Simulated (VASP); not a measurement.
As: single point with PBE+D3(BJ)

As, a slab with vacuum:

```
As
1.0
     3.57162    0.00000    0.00000
    -1.78581    3.09312    0.00000
     0.00000    0.00000   20.29512
As
4
Direct
  0.33333 0.66667 0.22173
  0.66667 0.33333 0.29058
  0.00000 0.50000 0.46100
  0.33333 0.16667 0.52985
```

This cell differs from its parent crystal: layers slid over each other, then relaxed in part.

| Quantity | Value |
| --- | --- |
| Program | VASP 6.6.1 |
| Task | single point |
| Functional | PBE |
| Dispersion | D3(BJ) |
| Potentials or basis | VASP PAW PBE potentials, release 64 (As_d) |
| Cutoff | 400 eV |
| k mesh | 9 × 9 × 1 |
| Occupations | gaussian, width 0.05 eV |
| Spin | no spin polarisation |
| Dipole correction | yes |
| Further INCAR settings | ALGO = Normal; EDIFF = 1e-06; NBANDS = 38; NELMDL = -8 |

```
Largest force              : 0.049 eV/Å
Band gap on the k mesh     : 1.08 eV (least direct gap 1.62 eV)
Dispersion energy per atom : -0.266 eV
```

Forces on the atoms (eV/Å):
```
As  -0.026 -0.015 -0.026
As  -0.037 -0.021  0.025
As   0.037  0.021 -0.025
As   0.026  0.015  0.026
```

Levels at points of the mesh, in eV from the valence-band top:
```
           k point  band 26  band 27  band 28  band 29  band 30  band 31  band 32  band 33  band 34  band 35
(0.00, 0.00, 0.00)    -0.19    -0.17    -0.16    -0.15    -0.09     1.76     2.29     3.29     3.33     3.37
```

It took 4.8 min on 1 thread of AMD EPYC 7R43 64-Core Processor (Zen 3), on a shared host, peak memory 0.27 GiB.

Caveat: the cell differs from its parent crystal (layers slid over each other, then relaxed in part).
